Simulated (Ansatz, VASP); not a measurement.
Two plane-wave programs on MoSe

```
Mo Se
1.0
     3.53335    0.00000    0.00000
     0.00000    3.53335    0.00000
     0.00000    0.00000    3.53335
Mo Se
1 1
Direct
  0.00000 0.00000 0.00000
  0.50000 0.50000 0.50000
```

Alike in both runs: task single point; functional PBE; k mesh 12 × 12 × 12; occupations gaussian, width 0.1 eV; collinear spin; Hubbard terms Mo d U = 4.38 eV.

|  | VASP | Ansatz |
| --- | --- | --- |
| version | VASP 6.6.1 | Ansatz 0.2.0 |
| potentials or method | VASP PAW PBE potentials, release 64 (Mo_sv, Se), cutoff 520 eV | scalar-relativistic, plane waves, PAW |
| valence electrons in the cell | 20 | 30 |

```csv
,VASP,Ansatz,Ansatz less VASP
gap on the k mesh at the Fermi level (eV),none,none,-
pressure (GPa),-2.6,0.0,+2.56
net moment per atom (μB),2.00,2.00,+0.002
size of the moment on the site where the two differ most (μB),0.26,0.41,+0.150
```

Site moments also hang on the region over which each program counts them. The programs project onto different local orbitals, so the same U acts differently, and such runs can settle in different states. A gap of «none» marks a metal or a gap that the smearing closes. VASP's potentials hold 20 valence electrons a cell and Ansatz's 30, so a difference there can come from the potentials and not from the codes. Ansatz's warnings: filled band counts differ across k points.
